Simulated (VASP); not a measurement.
NaNb2O5: single point with PBE

The system is NaNb2O5.

```
Na Nb O
1.0
     6.64199    0.00000    0.00000
    -3.32099    5.75213    0.00000
     0.00000    0.00000    3.93036
Na Nb O
1 2 5
Direct
  0.00000 0.00000 0.00000
  0.33333 0.66667 0.50000
  0.66667 0.33333 0.50000
  0.33333 0.66667 0.00000
  0.00000 0.50000 0.50000
  0.50000 0.50000 0.50000
  0.50000 0.00000 0.50000
  0.66667 0.33333 0.00000
```

The cell was generated, and may not be a known phase.

| Item | Value |
| --- | --- |
| Program | VASP 6.6.1 |
| Task | single point |
| Functional | PBE |
| Potentials or basis | VASP PAW PBE potentials, release 64 (Na_pv, Nb_sv, O) |
| Cutoff | 520 eV |
| k mesh | 6 × 6 × 10 |
| Occupations | gaussian, width 0.1 eV |
| Spin | no spin polarisation |
| Dipole correction | no |
| Further INCAR settings | ALGO = Normal; EDIFF = 1e-06; NBANDS = 42 |

```
Pressure               : -0.3 GPa
Band gap on the k mesh : zero (an odd number of electrons rules out a gap without spin polarisation)
```

Stress tensor (GPa, compression positive):
```
-0.29  0.00  0.00
 0.00 -0.29  0.00
 0.00  0.00 -0.18
```

Levels at points of the mesh, in eV from the Fermi level:
```tsv
k point	band 28	band 29	band 30	band 31	band 32	band 33	band 34	band 35
(0.00, 0.00, 0.00)	-3.33	-3.10	-3.10	-2.87	-0.90	-0.40	-0.40	0.49
(0.50, 0.00, 0.00)	-3.45	-3.26	-3.22	-3.13	-0.34	0.09	0.51	1.13
(0.00, 0.00, 0.50)	-4.51	-4.33	-2.45	-2.45	0.47	0.47	1.11	2.31
(0.50, 0.00, 0.50)	-4.44	-3.30	-2.85	-2.48	1.75	1.94	2.15	2.31
```

Run time: 8.3 min on 1 thread of Intel Xeon 8259CL (shared host), peak memory 0.39 GiB.

Caveat: an odd number of electrons without spin polarisation forces a metal; a magnetic or distorted state may lie lower.
